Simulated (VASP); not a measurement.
NaI, 2 atoms in the cell. Symmetry: I4/mmm, No. 139, tetragonal system. The conventional cell has a = 4.714 Å, b = 4.714 Å, c = 6.279 Å, α = 90.00°, β = 90.00°, γ = 90.00°. Na (site symmetry 4/mmm) has 6 I at 3.14 to 3.33 Å within 4.1 Å. Within 4.1 Å of I (site symmetry 4/mmm) lie 6 Na at 3.14 to 3.33 Å.  This cell differs from its parent crystal: strain +0.030 along x and y, -0.030 along z.

| Quantity | Value |
| --- | --- |
| Program | VASP 6.6.1 |
| Task | single point |
| Functional | PBEsol |
| Potentials or basis | VASP PAW PBE potentials, release 64 (Na_pv, I) |
| Cutoff | 520 eV |
| k mesh | 6 × 6 × 6 |
| Occupations | gaussian, width 0.05 eV |
| Spin | no spin polarisation |
| Dipole correction | no |
| Further INCAR settings | ALGO = Normal; EDIFF = 1e-06; NBANDS = 14 |

Potentials or basis: VASP PAW PBE potentials, release 64 (Na_pv, I).

Launch:

```bash
$ cat potpaw_PBE.64/Na_pv/POTCAR potpaw_PBE.64/I/POTCAR > POTCAR
$ mpirun -np 1 vasp_std > vasp.out
```

Hardware: 1 thread of Intel Xeon 8259CL (shared host).

Estimate the wall time of this run.

Wall time 40 s on 1 thread of Intel Xeon 8259CL, with other jobs on the host, peak memory 0.21 GiB. Counts: scf iterations 11, k points 30.
